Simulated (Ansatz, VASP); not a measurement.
# Two plane-wave programs on BN

File INCAR:

```
SYSTEM = BN
ALGO = Normal ; EDIFF = 1E-6
ENCUT = 520 ; GGA = PE
ISIF = 2 ; ISMEAR = 0
LASPH = .TRUE. ; LCHARG = .FALSE.
LREAL = .FALSE. ; LWAVE = .FALSE.
NBANDS = 16 ; NELM = 80
PREC = Accurate ; SIGMA = 0.02
```

KPOINTS

```
k-points
0
G
  12 12 4
  0 0 0
```

The input POSCAR:

```
BN
1.0
    2.5039917043      0.0000000000      0.0000000000
   -1.2519958522      2.1685204268      0.0000000000
    0.0000000000      0.0000000000      6.6612000000
B N
2 2
Direct
    0.3333333333      0.6666666667      0.2500000000
    0.6666666667      0.3333333333      0.7500000000
    0.3190274145      0.6675197829      0.7538596649
    0.6666666667      0.3333333333      0.2500000000
```

Input for Ansatz:

```yaml
crystal:
  lattice:
    - [2.5039917043, 0.0, 0.0]
    - [-1.2519958522, 2.1685204268, 0.0]
    - [0.0, 0.0, 6.6612]
  atoms:
    - { symbol: B, position: [0.3333333333, 0.6666666667, 0.25] }
    - { symbol: B, position: [0.6666666667, 0.3333333333, 0.75] }
    - { symbol: "N", position: [0.3190274145, 0.6675197829, 0.7538596649] }
    - { symbol: "N", position: [0.6666666667, 0.3333333333, 0.25] }
basis:
  ecutwfc: 420
kpoints:
  mp_grid: { grid: [12, 12, 4] }
hamiltonian:
  xc: pbe
scf:
  occupations: { method: gaussian, width: 0.02 }
output:
  forces: true
  stress: true
  eigenvalues: true
```

Change from the starting cell: one atom moved.

Alike in both runs: task single point; functional PBE; k mesh 12 × 12 × 4; occupations gaussian, width 0.02 eV; no spin polarisation.

```csv
,VASP,Ansatz
version,VASP 6.6.1,Ansatz 0.2.0
potentials or method,"VASP PAW PBE potentials, release 64 (B, N), cutoff 520 eV","scalar-relativistic, plane waves, PAW"
valence electrons in the cell,16,16
```

Ansatz gave:

* gap on the k mesh at the Fermi level (eV): 4.23
* least direct gap on the mesh (eV): 4.65
* pressure (GPa): 3.6
* traceless stress, the component that is largest in VASP (GPa): 2.08
* rms of the force components (eV/Å): 0.636

Problem. What did VASP give for the same quantities?

Solution. gap on the k mesh at the Fermi level (eV): 4.23; least direct gap on the mesh (eV): 4.64; pressure (GPa): 3.6; traceless stress, the component that is largest in VASP (GPa): 2.08; rms of the force components (eV/Å): 0.635.

Atom by atom the forces differ by 0.002 eV/Å (rms over components).
